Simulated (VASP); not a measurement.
# Al3Cu2 (P-3m1) in VASP: a series of runs

Runs on Al3Cu2. Level: PBEsol. Tasks: single point.

Program: VASP 6.6.1. These are calculated values, not measurements. Logs are shortened: lines on timing, memory, paths and dates and some standing lists are left out, and cuts for length are marked.

## 1. The cell of the first run

The structure is trigonal, space group P-3m1 (No. 164). Conventional cell: a = 4.160 Å, b = 4.160 Å, c = 4.982 Å, α = 90.00°, β = 90.00°, γ = 120.00°. Within 3.3 Å of Al (site symmetry -3m) lie 6 Cu at 2.53 Å and 6 Al at 2.97 Å. Al (site symmetry 3m) has 5 Cu at 2.45 to 2.59 Å and 6 Al at 2.82 to 2.97 Å within 3.2 Å. Within 3.2 Å of Cu (site symmetry 3m) lie 8 Al at 2.45 to 2.59 Å and 3 Cu at 2.87 Å.

## 2. Single point, PBEsol (strain +0.0150 x Voigt [1, 1, 0, 0, 0, 0])

Contents of INCAR:

```
SYSTEM = Al3Cu2
PREC = Accurate
ENCUT = 520
EDIFF = 1E-6
ISMEAR = 0
SIGMA = 0.15
LREAL = .False.
LASPH = .True.
NELM = 80
ALGO = Fast
ISIF = 2
LWAVE = .False.
LCHARG = .False.
GGA = PS
NBANDS = 24
```

Contents of KPOINTS:

```
regular mesh
0
Gamma
  12 12 10
  0 0 0
```

Contents of POSCAR:

```
Al3Cu2
1.0
    4.1600643854      0.0000000000      0.0000000000
   -2.0800321927      3.6027214392      0.0000000000
    0.0000000000      0.0000000000      4.9821008425
Al Cu
3 2
Direct
    0.0000000000      0.0000000000      0.0000000000
    0.3333333333      0.6666666667      0.3515059809
    0.6666666667      0.3333333333      0.6484940191
    0.3333333333      0.6666666667      0.8422899817
    0.6666666667      0.3333333333      0.1577100183
```

Potentials or basis: VASP PAW PBE potentials, release 64 (Al, Cu).

Command:

```bash
cat potpaw_PBE.64/Al/POTCAR potpaw_PBE.64/Cu/POTCAR > POTCAR
mpirun -np 1 vasp_std > vasp.out
```

OUTCAR:

```text
SYSTEM = Al3Cu2
   PREC = Accurate
   ENCUT = 520
   EDIFF = 1E-6
   ISMEAR = 0
   LREAL = .False.
   LASPH = .True.
   NELM = 80
   ISIF = 2
   GGA = PS

 ion  position               nearest neighbor table
   1  0.000  0.000  0.000-   4 2.53   5 2.53   5 2.53   4 2.53   5 2.53   4 2.53   2 2.97   3 2.97
                             2 2.97   3 2.97   3 2.97   2 2.97
   2  0.333  0.667  0.352-   4 2.45   4 2.54   5 2.59   5 2.59   5 2.59   3 2.82   3 2.82   3 2.82
                             1 2.97   1 2.97   1 2.97
   3  0.667  0.333  0.648-   5 2.45   5 2.54   4 2.59   4 2.59   4 2.59   2 2.82   2 2.82   2 2.82
                             1 2.97   1 2.97   1 2.97
   4  0.333  0.667  0.842-   2 2.45   1 2.53   1 2.53   1 2.53   2 2.54   3 2.59   3 2.59   3 2.59

   5  0.667  0.333  0.158-   3 2.45   1 2.53   1 2.53   1 2.53   3 2.54   2 2.59   2 2.59   2 2.59

  LATTYP: Found a hexagonal cell.
 ALAT       =     4.1600643854
 C/A-ratio  =     1.1976018592

  Lattice vectors:

 A1 = (   4.1600643854,   0.0000000000,   0.0000000000)
 A2 = (  -2.0800321927,   3.6027214392,   0.0000000000)
 A3 = (   0.0000000000,   0.0000000000,   4.9821008425)

Analysis of symmetry for initial positions (statically):
=====================================================================
 Subroutine PRICEL returns:
 Original cell was already a primitive cell.

 Routine SETGRP: Setting up the symmetry group for a
 hexagonal supercell.

 Subroutine GETGRP returns: Found 12 space group operations
 (whereof 12 operations were pure point group operations)
 out of a pool of 24 trial point group operations.

The static configuration has the point symmetry D_3d.

Analysis of symmetry for dynamics (positions and initial velocities):
=====================================================================
 Subroutine PRICEL returns:
 Original cell was already a primitive cell.

 Routine SETGRP: Setting up the symmetry group for a
 hexagonal supercell.

 Subroutine GETGRP returns: Found 12 space group operations
 (whereof 12 operations were pure point group operations)
 out of a pool of 24 trial point group operations.

The dynamic configuration has the point symmetry D_3d.

 Subroutine INISYM returns: Found 12 space group operations
 (whereof 12 operations are pure point group operations),
 and found     1 'primitive' translations

----------------------------------------------------------------------------------------

                                     Primitive cell

  volume of cell :      74.6695

  direct lattice vectors                    reciprocal lattice vectors
     4.160064385  0.000000000  0.000000000     0.240380895  0.138783974  0.000000000
    -2.080032193  3.602721439  0.000000000     0.000000000  0.277567949  0.000000000
     0.000000000  0.000000000  4.982100843     0.000000000  0.000000000  0.200718539

  length of vectors
     4.160064385  4.160064385  4.982100843     0.277567949  0.277567949  0.200718539

  position of ions in fractional coordinates (direct lattice)
     0.000000000  0.000000000  0.000000000
     0.333333333  0.666666667  0.351505981
     0.666666667  0.333333333  0.648494019
     0.333333333  0.666666667  0.842289982
     0.666666667  0.333333333  0.157710018

  ion indices of the primitive-cell ions
   primitive index   ion index
                 1           1
                 2           2
                 3           3
                 4           4
                 5           5

----------------------------------------------------------------------------------------

 KPOINTS: regular mesh

Automatic generation of k-mesh.
 Grid dimensions read from file:
 generate k-points for:   12   12   10

 Generating k-lattice:

  Cartesian coordinates                     Fractional coordinates (reciprocal lattice)
     0.020031741  0.011565331  0.000000000     0.083333333 -0.000000000  0.000000000
     0.000000000  0.023130662  0.000000000     0.000000000  0.083333333  0.000000000
     0.000000000  0.000000000  0.020071854     0.000000000  0.000000000  0.100000000

[... 45 lines left out ...]
 non-spin polarized calculation
 RMM-DIIS sequential band-by-band and
 Gauss-broadening in eV      SIGMA  =   0.15
  energy-cutoff  :      520.00
  volume of cell :       74.67
 maximum number of plane-waves:      2034
 NGX is ok and might be reduce to    32
   NGX = 15   NGY = 15   NGZ = 19

 number of electron      31.0000004 magnetization

 Free energy of the ion-electron system (eV)
  ---------------------------------------------------
  ext. energy  EPLUGINS =         0.00000000
  ---------------------------------------------------
  free energy    TOTEN  =       -21.69854520 eV

  energy without entropy =      -21.68296806  energy(sigma->0) =      -21.69075663

 E-fermi :   7.9498     XC(G=0): -10.9368

 val. band max:        7.9346577655   @ k =   0.4167   0.0833   0.1000
 cond. band min:       7.9523636254   @ k =   0.0833   0.0000   0.3000
 fundamental gap:      0.0177058599
 Fermi energy:         7.9497586949

 k-point     1 :       0.0000    0.0000    0.0000
  band No.  band energies     occupation
      1      -3.0795      2.00000
      2       1.7351      2.00000
      3       2.2356      2.00000
      4       2.7570      2.00000
      5       2.7570      2.00000
      6       3.1024      2.00000
[... 16 lines left out ...]
     23      13.7184      0.00000
     24      13.7185      0.00000

 k-point     2 :       0.0833    0.0000    0.0000
  band No.  band energies     occupation
      1      -2.9997      2.00000
      2       1.7722      2.00000
      3       2.2242      2.00000
      4       2.7788      2.00000
      5       2.7814      2.00000
      6       3.0860      2.00000
[... 16 lines left out ...]
     23      13.4181      0.00000
     24      13.4803      0.00000

 k-point     3 :       0.1667    0.0000    0.0000
  band No.  band energies     occupation
      1      -2.7611      2.00000
      2       1.8665      2.00000
      3       2.1734      2.00000
      4       2.8266      2.00000
      5       2.8520      2.00000
      6       3.0423      2.00000
[... 16 lines left out ...]
     23      13.1057      0.00000
     24      13.3115      0.00000
[... 514 lines left out ...]
 k-point    23 :       0.1667    0.0000    0.1000
  band No.  band energies     occupation
      1      -2.7041      2.00000
      2       1.5345      2.00000
      3       2.2987      2.00000
      4       2.7622      2.00000
      5       2.8422      2.00000
      6       3.0790      2.00000
[... 16 lines left out ...]
     23      13.2052      0.00000
     24      13.8725      0.00000

 k-point    24 :       0.0000    0.1667    0.1000
  band No.  band energies     occupation
      1      -2.7038      2.00000
      2       1.5251      2.00000
      3       2.2738      2.00000
      4       2.8232      2.00000
      5       2.8420      2.00000
      6       3.0327      2.00000
[... 16 lines left out ...]
     23      13.2695      0.00000
     24      13.7203      0.00000

 [... further k-points ...]
[... 5 lines left out ...]
  --------------------------------------------------------------------------------------
  -------------------------------------------------------------------------------------
  Total       -1.7349714     -1.7349714     -0.3894187      0.0000000     -0.0000000      0.0000000
  in kB      -37.2271381    -37.2271381     -8.3557256      0.0000000     -0.0000000      0.0000000
  external PRESSURE =     -27.6033339 kB  Pullay stress =       0.0000000 kB

 VOLUME and BASIS-vectors are now :
 -----------------------------------------------------------------------------
  energy-cutoff  :      520.00
  volume of cell :       74.67
      direct lattice vectors                 reciprocal lattice vectors
     4.160064385  0.000000000  0.000000000     0.240380895  0.138783974  0.000000000
    -2.080032193  3.602721439  0.000000000     0.000000000  0.277567949  0.000000000
     0.000000000  0.000000000  4.982100843     0.000000000  0.000000000  0.200718539

 POSITION                                       TOTAL-FORCE (eV/Angst)
 -----------------------------------------------------------------------------------
      0.00000      0.00000      0.00000        -0.000000      0.000000      0.000000
     -0.00000      2.40181      1.75124        -0.000000     -0.000000     -0.017432
      2.08003      1.20091      3.23086        -0.000000      0.000000      0.017432
     -0.00000      2.40181      4.19637         0.000000      0.000000      0.047405
      2.08003      1.20091      0.78573         0.000000      0.000000     -0.047405
 -----------------------------------------------------------------------------------
    total drift:                               -0.000000      0.000000      0.000000

  FREE ENERGIE OF THE ION-ELECTRON SYSTEM (eV)
  ---------------------------------------------------
  free  energy   TOTEN  =       -21.6985451959 eV

  energy  without entropy=      -21.6829680636  energy(sigma->0) =      -21.69075663
```

Run time: 2.6 min. Hardware: 1 thread of Intel Xeon 6975P-C (Granite Rapids), shared host; peak memory 0.37 GiB.

What came out:

| Property | Result |
| --- | --- |
| Free energy | -21.6985 eV |
| Pressure | -2.8 GPa |
| Largest force | 0.047 eV/Å |

Forces on the atoms (eV/Å):
```
Al   0.000  0.000  0.000
Al   0.000  0.000 -0.017
Al   0.000  0.000  0.017
Cu   0.000  0.000  0.047
Cu   0.000  0.000 -0.047
```

Caveat: the cell differs from its parent crystal (strain +0.0150 x Voigt [1, 1, 0, 0, 0, 0]); the PAW data sets were made with another functional, which shifts forces and pressure a little.

## 3. Single point, PBEsol (strain +0.0300 x Voigt [1, 1, 0, 0, 0, 0])

Contents of INCAR:

```
SYSTEM = Al3Cu2
ALGO = Fast
EDIFF = 1E-6
ENCUT = 520
GGA = PS
ISIF = 2
ISMEAR = 0
LASPH = .TRUE.
LCHARG = .FALSE.
LREAL = .FALSE.
LWAVE = .FALSE.
NBANDS = 24
NELM = 80
PREC = Accurate
SIGMA = 0.15
```

Contents of KPOINTS:

```
k-points
0
G
  12 12 10
  0 0 0
```

POSCAR: that of step 2 with these lines changed.

```diff
@@ -2,4 +2,4 @@
 1.0
-    4.1600643854      0.0000000000      0.0000000000
-   -2.0800321927      3.6027214392      0.0000000000
+    4.2215431694      0.0000000000      0.0000000000
+   -2.1107715847      3.6559636279      0.0000000000
     0.0000000000      0.0000000000      4.9821008425
```

Potentials or basis: VASP PAW PBE potentials, release 64 (Al, Cu).

Command:

```bash
cat potpaw_PBE.64/Al/POTCAR potpaw_PBE.64/Cu/POTCAR > POTCAR
mpirun -np 1 vasp_std > vasp.out
```

It took 2.8 min on 1 thread of Intel Xeon 6975P-C (Granite Rapids), shared host; peak memory 0.38 GiB.

Results (log left out):

```yaml
Free_energy: -21.6247 eV
Pressure: -5.1 GPa
Largest_force: 0.090 eV/Å
```

Forces in eV/Å, atoms in the order of the input:
```
Al   0.000  0.000  0.000
Al   0.000  0.000 -0.034
Al   0.000  0.000  0.034
Cu   0.000  0.000  0.090
Cu   0.000  0.000 -0.090
```

Stress tensor (GPa, compression positive):
```
-6.73  0.00  0.00
 0.00 -6.73  0.00
 0.00  0.00 -1.86
```

Levels at points of the mesh, in eV from the Fermi level:
| k point | band 11 | band 12 | band 13 | band 14 | band 15 | band 16 | band 17 | band 18 | band 19 | band 20 |
| --- | --- | --- | --- | --- | --- | --- | --- | --- | --- | --- |
| (0.00, 0.00, 0.00) | -3.91 | -3.41 | -3.35 | -0.28 | -0.28 | 1.16 | 1.16 | 1.97 | 2.40 | 5.01 |
| (0.50, 0.00, 0.00) | -4.02 | -3.86 | -2.97 | -2.66 | -2.33 | -0.58 | -0.23 | 0.45 | 3.12 | 3.75 |
| (0.00, 0.00, 0.50) | -3.95 | -3.95 | 1.11 | 1.11 | 1.28 | 1.28 | 1.88 | 2.18 | 2.18 | 2.58 |
| (0.50, 0.00, 0.50) | -4.03 | -3.96 | -3.87 | -3.33 | -1.67 | -0.15 | 0.62 | 0.66 | 5.38 | 5.54 |

Caveat: the cell differs from its parent crystal (strain +0.0300 x Voigt [1, 1, 0, 0, 0, 0]); the PAW data sets were made with another functional, which shifts forces and pressure a little.

## 4. Single point, PBEsol (strain +0.0450 x Voigt [1, 1, 0, 0, 0, 0])

Contents of INCAR:

```
PREC = Accurate
ENCUT = 520
EDIFF = 1E-6
ISMEAR = 0
SIGMA = 0.15
LREAL = F
LASPH = T
NELM = 100
ALGO = Fast
ISIF = 2
LWAVE = F
LCHARG = F
GGA = PS
NBANDS = 24
```

Contents of KPOINTS:

```
Automatic mesh
0
Gamma
  12 12 10
```

POSCAR: that of step 3 with these lines changed.

```diff
@@ -2,4 +2,4 @@
 1.0
-    4.2215431694      0.0000000000      0.0000000000
-   -2.1107715847      3.6559636279      0.0000000000
+    4.2830219535      0.0000000000      0.0000000000
+   -2.1415109767      3.7092058167      0.0000000000
     0.0000000000      0.0000000000      4.9821008425
```

Command:

```bash
cat potpaw_PBE.64/Al/POTCAR potpaw_PBE.64/Cu/POTCAR > POTCAR
mpirun -np 1 vasp_std > vasp.out
```

It took 2.2 min on 1 thread of Intel Xeon 6975P-C (Granite Rapids), shared host; peak memory 0.38 GiB.

Results (log left out):

```yaml
Free_energy: -21.5097 eV
Pressure: -8.1 GPa
Largest_force: 0.128 eV/Å
```

Forces on the atoms (eV/Å):
```
Al   0.000  0.000  0.000
Al   0.000  0.000 -0.047
Al   0.000  0.000  0.047
Cu   0.000  0.000  0.128
Cu   0.000  0.000 -0.128
```

Stress tensor (GPa, compression positive):
```
-10.15   0.00   0.00
  0.00 -10.15   0.00
  0.00   0.00  -3.98
```

Levels at points of the mesh, in eV from the Fermi level:
| k point | band 11 | band 12 | band 13 | band 14 | band 15 | band 16 | band 17 | band 18 | band 19 | band 20 |
| --- | --- | --- | --- | --- | --- | --- | --- | --- | --- | --- |
| (0.00, 0.00, 0.00) | -3.81 | -3.29 | -3.22 | -0.32 | -0.32 | 1.08 | 1.08 | 1.71 | 2.18 | 4.85 |
| (0.50, 0.00, 0.00) | -3.90 | -3.76 | -2.94 | -2.51 | -2.22 | -0.51 | -0.31 | 0.50 | 3.15 | 3.73 |
| (0.00, 0.00, 0.50) | -3.85 | -3.85 | 1.07 | 1.07 | 1.26 | 1.26 | 1.77 | 2.07 | 2.07 | 2.55 |
| (0.50, 0.00, 0.50) | -3.91 | -3.84 | -3.76 | -3.25 | -1.62 | -0.14 | 0.53 | 0.56 | 5.48 | 5.63 |

Caveat: the cell differs from its parent crystal (strain +0.0450 x Voigt [1, 1, 0, 0, 0, 0]); the PAW data sets were made with another functional, which shifts forces and pressure a little.

## 5. Single point, PBEsol (strain +0.0525 x Voigt [1, 1, 0, 0, 0, 0])

Contents of INCAR:

```
SYSTEM = Al3Cu2
  PREC = Accurate
  ENCUT = 520
  EDIFF = 1E-6
  ISMEAR = 0
  SIGMA = 0.15
  LREAL = .FALSE.
  LASPH = .TRUE.
  NELM = 100
  ALGO = Fast
  ISIF = 2
  LWAVE = .FALSE.
  LCHARG = .FALSE.
  GGA = PS
  NBANDS = 24
```

Contents of KPOINTS:

```
regular mesh
0
G
  12 12 10
  0 0 0
```

POSCAR: that of step 4 with these lines changed.

```diff
@@ -2,4 +2,4 @@
 1.0
-    4.2830219535      0.0000000000      0.0000000000
-   -2.1415109767      3.7092058167      0.0000000000
+    4.3137613455      0.0000000000      0.0000000000
+   -2.1568806727      3.7358269110      0.0000000000
     0.0000000000      0.0000000000      4.9821008425
```

Command:

```bash
cat potpaw_PBE.64/Al/POTCAR potpaw_PBE.64/Cu/POTCAR > POTCAR
mpirun -np 1 vasp_std > vasp.out
```

It took 2.3 min on 1 thread of Intel Xeon 6975P-C (Granite Rapids), shared host; peak memory 0.38 GiB.

It converged, with:

| Property | Result |
| --- | --- |
| Free energy | -21.4394 eV |
| Pressure | -8.7 GPa |
| Largest force | 0.148 eV/Å |

Forces in eV/Å, atoms in the order of the input:
```
Al   0.000  0.000  0.000
Al   0.000  0.000 -0.053
Al   0.000  0.000  0.053
Cu   0.000  0.000  0.148
Cu   0.000  0.000 -0.148
```

Stress tensor (GPa, compression positive):
```
-10.94   0.00   0.00
  0.00 -10.94   0.00
  0.00   0.00  -4.32
```

Levels at points of the mesh, in eV from the Fermi level:
| k point | band 13 | band 14 | band 15 | band 16 | band 17 | band 18 | band 19 | band 20 |
| --- | --- | --- | --- | --- | --- | --- | --- | --- |
| (0.00, 0.00, 0.00) | -3.16 | -0.34 | -0.34 | 1.04 | 1.04 | 1.59 | 2.07 | 4.77 |
| (0.50, 0.00, 0.00) | -2.92 | -2.44 | -2.16 | -0.47 | -0.36 | 0.52 | 3.17 | 3.73 |
| (0.00, 0.00, 0.50) | 1.05 | 1.05 | 1.25 | 1.25 | 1.69 | 2.02 | 2.02 | 2.50 |
| (0.50, 0.00, 0.50) | -3.71 | -3.21 | -1.60 | -0.14 | 0.47 | 0.53 | 5.52 | 5.67 |

Caveat: the cell differs from its parent crystal (strain +0.0525 x Voigt [1, 1, 0, 0, 0, 0]); the PAW data sets were made with another functional, which shifts forces and pressure a little.

## 6. Single point, PBEsol (strain +0.0600 x Voigt [1, 1, 0, 0, 0, 0])

Contents of INCAR:

```
ALGO = Fast
EDIFF = 1E-6
ENCUT = 520
GGA = PS
ISIF = 2
ISMEAR = 0
LASPH = T
LCHARG = F
LREAL = F
LWAVE = F
NBANDS = 24
NELM = 80
PREC = Accurate
SIGMA = 0.15
```

Contents of KPOINTS:

```
k-points
0
Gamma
  12 12 10
```

POSCAR: that of step 5 with these lines changed.

```diff
@@ -2,4 +2,4 @@
 1.0
-    4.3137613455      0.0000000000      0.0000000000
-   -2.1568806727      3.7358269110      0.0000000000
+    4.3445007375      0.0000000000      0.0000000000
+   -2.1722503687      3.7624480054      0.0000000000
     0.0000000000      0.0000000000      4.9821008425
```

Potentials or basis: VASP PAW PBE potentials, release 64 (Al, Cu).

Command:

```bash
cat potpaw_PBE.64/Al/POTCAR potpaw_PBE.64/Cu/POTCAR > POTCAR
mpirun -np 1 vasp_std > vasp.out
```

Run time: 2.6 min. Hardware: 1 thread of Intel Xeon 6975P-C (Granite Rapids), shared host; peak memory 0.38 GiB.

It converged, with:

| Property | Result |
| --- | --- |
| Free energy | -21.3615 eV |
| Pressure | -8.7 GPa |
| Largest force | 0.171 eV/Å |

Forces in eV/Å, atoms in the order of the input:
```
Al   0.000  0.000  0.000
Al   0.000  0.000 -0.059
Al   0.000  0.000  0.059
Cu   0.000  0.000  0.171
Cu   0.000  0.000 -0.171
```

Stress tensor (GPa, compression positive):
```
-11.09   0.00   0.00
  0.00 -11.09   0.00
  0.00   0.00  -4.06
```

Levels at points of the mesh, in eV from the Fermi level:
| k point | band 13 | band 14 | band 15 | band 16 | band 17 | band 18 |
| --- | --- | --- | --- | --- | --- | --- |
| (0.00, 0.00, 0.00) | -3.10 | -0.36 | -0.36 | 1.01 | 1.01 | 1.47 |
| (0.50, 0.00, 0.00) | -2.90 | -2.37 | -2.11 | -0.43 | -0.40 | 0.55 |
| (0.00, 0.00, 0.50) | 1.03 | 1.03 | 1.25 | 1.25 | 1.60 | 1.98 |
| (0.50, 0.00, 0.50) | -3.66 | -3.18 | -1.57 | -0.13 | 0.40 | 0.50 |

Caveat: the cell differs from its parent crystal (strain +0.0600 x Voigt [1, 1, 0, 0, 0, 0]); the PAW data sets were made with another functional, which shifts forces and pressure a little.

## 7. Summary

| cell | gap on the mesh (eV) | pressure (GPa) | largest force (eV/Å) |
| --- | --- | --- | --- |
| a = 4.160, b = 4.160, c = 4.982 Å, angles 90.0, 90.0, 120.0°, 5 atoms | none | -2.8 | 0.05 |
| a = 4.222, b = 4.222, c = 4.982 Å, angles 90.0, 90.0, 120.0°, 5 atoms | none | -5.1 | 0.09 |
| a = 4.283, b = 4.283, c = 4.982 Å, angles 90.0, 90.0, 120.0°, 5 atoms | none | -8.1 | 0.13 |
| a = 4.314, b = 4.314, c = 4.982 Å, angles 90.0, 90.0, 120.0°, 5 atoms | none | -8.7 | 0.15 |
| a = 4.345, b = 4.345, c = 4.982 Å, angles 90.0, 90.0, 120.0°, 5 atoms | none | -8.7 | 0.17 |

Alike in all rows: task single point; level PBEsol; potentials or basis VASP PAW PBE potentials, release 64 (Al, Cu); no spin polarisation; k mesh 12 × 12 × 10; cutoff (eV) 520; smearing gaussian 0.15 eV.

Caveats: the PAW data sets were made with another functional, which shifts forces and pressure a little.

Absolute energies hang on the potentials; compare differences alone.
